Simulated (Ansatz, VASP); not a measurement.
**Two plane-wave programs on Ge4F**

File INCAR:

```
SYSTEM = Ge4F
PREC     = Accurate       ! precision mode
ENCUT    = 520            ! plane-wave cutoff, eV
EDIFF    = 1E-6           ! SCF threshold, eV
ISMEAR   = 0              ! smearing method
SIGMA    = 0.1            ! smearing width, eV
LREAL    = .FALSE.        ! projectors in reciprocal space
LASPH    = .TRUE.         ! aspherical terms in the spheres
NELM     = 80             ! most SCF steps
ALGO     = Normal         ! electronic algorithm
ISIF     = 2              ! what is computed and relaxed
LWAVE    = .FALSE.        ! write WAVECAR
LCHARG   = .TRUE.         ! write CHGCAR
LDIPOL   = .TRUE.       
IDIPOL   = 3            
DIPOL    = 0.5 0.5 0.336
GGA      = PE             ! functional
IVDW     = 12             ! dispersion correction
LELF     = .TRUE.         ! ELF
LVHAR    = .TRUE.       
LVACPOTAV= .TRUE.       
NBANDS   = 40             ! bands
```

File KPOINTS:

```
regular mesh
0
G
  7 7 1
  0 0 0
```

Contents of POSCAR:

```
Ge4F
1.0
    4.0303587907      0.0000000000      0.0000000000
    0.0000000000      4.0303587907      0.0000000000
    0.0000000000      0.0000000000     21.6416627718
Ge F
4 1
Direct
    0.0000000000      0.5000000000      0.1848286817
    0.0000000000      0.0000000000      0.2506714513
    0.5000000000      0.0000000000      0.3196569899
    0.5000000000      0.5000000000      0.3854446333
    0.6250000000      0.5000000000      0.5379282957
```

Input for Ansatz:

```yaml
crystal:
  lattice:
    - [4.0303587907, 0.0, 0.0]
    - [0.0, 4.0303587907, 0.0]
    - [0.0, 0.0, 21.6416627718]
  atoms:
    - { symbol: Ge, position: [0.0, 0.5, 0.1848286817] }
    - { symbol: Ge, position: [0.0, 0.0, 0.2506714513] }
    - { symbol: Ge, position: [0.5, 0.0, 0.3196569899] }
    - { symbol: Ge, position: [0.5, 0.5, 0.3854446333] }
    - { symbol: F, position: [0.625, 0.5, 0.5379282957] }
basis:
  ecutwfc: 420
kpoints:
  mp_grid: { grid: [7, 7, 1] }
hamiltonian:
  xc: pbe
  pseudopotentials: { kind: paw, azcp: { folder: soft_1 } }
  dispersion: d3bj
scf:
  occupations: { method: gaussian, width: 0.1 }
output:
  forces: true
  eigenvalues: true
efield:
  axis: 3
  dipole_correction: true
  ramp_width: 0.04
```

Alike in both runs: task single point; functional PBE; dispersion D3(BJ); k mesh 7 × 7 × 1; occupations gaussian, width 0.1 eV; no spin polarisation.

|  | VASP | Ansatz |
| --- | --- | --- |
| version | VASP 6.6.1 | Ansatz 0.2.0 |
| potentials or method | VASP PAW PBE potentials, release 64 (Ge_d, F), cutoff 520 eV | scalar-relativistic, plane waves, PAW |
| valence electrons in the cell | 63 | 63 |

```tsv
	VASP	Ansatz	Ansatz less VASP
gap on the k mesh at the Fermi level (eV)	none	none	-
rms of the force components (eV/Å)	0.326	0.327	+0.0006
work function, face that differs most (eV)	10.45	10.46	+0.003
```

Atom by atom the forces differ by 0.002 eV/Å (rms over components). A gap of «none» marks a metal or a gap that the smearing closes.
